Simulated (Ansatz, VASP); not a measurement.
# Two plane-wave programs on NbIn2Se3

```xyz
6
Lattice="3.6431 2.1034 3.3612 -3.6431 2.1034 3.3612 0.0000 -4.2067 3.3612" Properties=species:S:1:pos:R:3 pbc="T T T"
Nb    0.0000    0.0000    0.0000
In    0.0000    0.0000    6.4931
In    0.0000    0.0000    3.5905
Se   -1.8216    1.0517    1.6806
Se    1.8216    1.0517    1.6806
Se    0.0000   -2.1034    1.6806
```

Change from the starting cell: species swapped into the Y2Co3Si type (R-3m, No. 166).

Alike in both runs: functional PBE; k mesh 3 × 3 × 3; occupations gaussian, width 0.15 eV; no spin polarisation.

Ansatz relaxed the structure, and its values are those at the end. VASP's run is a single point on that final structure, the one shown.

```csv
,VASP,Ansatz
version,VASP 6.6.1,Ansatz 0.2.0
potentials or method,"VASP PAW PBE potentials, release 64 (Nb_sv, In_d, Se), cutoff 520 eV","scalar-relativistic, plane waves, PAW"
valence electrons in the cell,57,87
```

Ansatz gave:

- gap on the k mesh at the Fermi level (eV): none
- pressure (GPa): 0.1

Which values does VASP return?

gap on the k mesh at the Fermi level (eV): none; pressure (GPa): 0.0.

A gap of «none» marks a metal or a gap that the smearing closes. VASP's potentials hold 57 valence electrons a cell and Ansatz's 87, so a difference there can come from the potentials and not from the codes.

The k mesh is coarse, so the values compare programs but aren't converged.
